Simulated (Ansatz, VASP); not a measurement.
Two plane-wave programs on MgO

Contents of INCAR:

```
  PREC = Accurate
  ENCUT = 520
  EDIFF = 1E-6
  ISMEAR = -1
  SIGMA = 0.02
  LREAL = Auto
  LASPH = T
  NELM = 100
  ALGO = Normal
  ISIF = 2
  LWAVE = F
  LCHARG = F
  GGA = PE
  IBRION = 2
  NSW = 80
  EDIFFG = -0.02
  KPAR = 4
```

KPOINTS

```
Automatic mesh
0
Gamma
  9 9 1
```

The input POSCAR:

```
MgO
1.0
    2.9605408588      0.0000000000      0.0000000000
   -1.4802704294      2.5639035926      0.0000000000
    0.0000000000      0.0000000000     29.4156207100
Mg O
12 12
Direct
    0.3333333333      0.6666666667      0.8349988900
    0.6666666667      0.3333333333      0.1650011100
    0.6666666667      0.3333333333      0.3349988900
    0.3333333333      0.6666666667      0.6650011100
    0.3333333333      0.6666666667      0.4174392900
    0.6666666667      0.3333333333      0.5825607100
    0.6666666667      0.3333333333      0.9174392900
    0.3333333333      0.6666666667      0.0825607100
    0.0000000000      0.0000000000      0.2500000000
    0.0000000000      0.0000000000      0.7500000000
    0.0000000000      0.0000000000      0.0000000000
    0.0000000000      0.0000000000      0.5000000000
    0.3333333333      0.6666666667      0.9587451600
    0.6666666667      0.3333333333      0.0412548400
    0.6666666667      0.3333333333      0.4587451600
    0.3333333333      0.6666666667      0.5412548400
    0.3333333333      0.6666666667      0.2060794700
    0.6666666667      0.3333333333      0.7939205300
    0.6666666667      0.3333333333      0.7060794700
    0.3333333333      0.6666666667      0.2939205300
    0.0000000000      0.0000000000      0.1237604800
    0.0000000000      0.0000000000      0.8762395200
    0.0000000000      0.0000000000      0.6237604800
    0.0000000000      0.0000000000      0.3762395200
```

Input for Ansatz:

```yaml
crystal:
  lattice:
    - [2.9605408588, 0.0, 0.0]
    - [-1.4802704294, 2.5639035926, 0.0]
    - [0.0, 0.0, 29.41562071]
  atoms:
    - { symbol: Mg, position: [0.3333333333, 0.6666666667, 0.83499889] }
    - { symbol: Mg, position: [0.6666666667, 0.3333333333, 0.16500111] }
    - { symbol: Mg, position: [0.6666666667, 0.3333333333, 0.33499889] }
    - { symbol: Mg, position: [0.3333333333, 0.6666666667, 0.66500111] }
    - { symbol: Mg, position: [0.3333333333, 0.6666666667, 0.41743929] }
    - { symbol: Mg, position: [0.6666666667, 0.3333333333, 0.58256071] }
    - { symbol: Mg, position: [0.6666666667, 0.3333333333, 0.91743929] }
    - { symbol: Mg, position: [0.3333333333, 0.6666666667, 0.08256071] }
    - { symbol: Mg, position: [0.0, 0.0, 0.25] }
    - { symbol: Mg, position: [0.0, 0.0, 0.75] }
    - { symbol: Mg, position: [0.0, 0.0, 0.0] }
    - { symbol: Mg, position: [0.0, 0.0, 0.5] }
    - { symbol: O, position: [0.3333333333, 0.6666666667, 0.95874516] }
    - { symbol: O, position: [0.6666666667, 0.3333333333, 0.04125484] }
    - { symbol: O, position: [0.6666666667, 0.3333333333, 0.45874516] }
    - { symbol: O, position: [0.3333333333, 0.6666666667, 0.54125484] }
    - { symbol: O, position: [0.3333333333, 0.6666666667, 0.20607947] }
    - { symbol: O, position: [0.6666666667, 0.3333333333, 0.79392053] }
    - { symbol: O, position: [0.6666666667, 0.3333333333, 0.70607947] }
    - { symbol: O, position: [0.3333333333, 0.6666666667, 0.29392053] }
    - { symbol: O, position: [0.0, 0.0, 0.12376048] }
    - { symbol: O, position: [0.0, 0.0, 0.87623952] }
    - { symbol: O, position: [0.0, 0.0, 0.62376048] }
    - { symbol: O, position: [0.0, 0.0, 0.37623952] }
kpoints:
  mp_grid: { grid: [9, 9, 1] }
scf:
  occupations: { method: fermi_dirac, width: 0.02 }
hamiltonian:
  xc: pbe
  pseudopotentials: { kind: paw, frozen_core: stored }
output:
  forces: true
  stress: true
  populations: true
  efg: { quadrupole_moments_barn: { Mg: 0.1994, O: -0.02558 } }
relax:
  f_tol: 0.02
  max_steps: 60
```

Alike in both runs: task relaxation of the atoms; functional PBE; k mesh 9 × 9 × 1; occupations fermi-dirac, width 0.02 eV; no spin polarisation.

|  | VASP | Ansatz |
| --- | --- | --- |
| version | VASP 6.6.1 | Ansatz 0.2.0 |
| potentials or method | VASP PAW PBE potentials, release 64 (Mg, O) | plane-wave PAW, scalar-relativistic |
| plane-wave cutoff (eV) | 520 | 420 |
| valence electrons in the cell | 96 | 192 |

|  | VASP | Ansatz | Ansatz less VASP |
| --- | --- | --- | --- |
| gap on the k mesh at the Fermi level, each at its own relaxed structure (eV) | 4.37 | 4.38 | +0.009 |

VASP's potentials hold 96 valence electrons a cell and Ansatz's 192, so a difference there can come from the potentials and not from the codes. Ansatz's warnings: stress scf threshold loose.
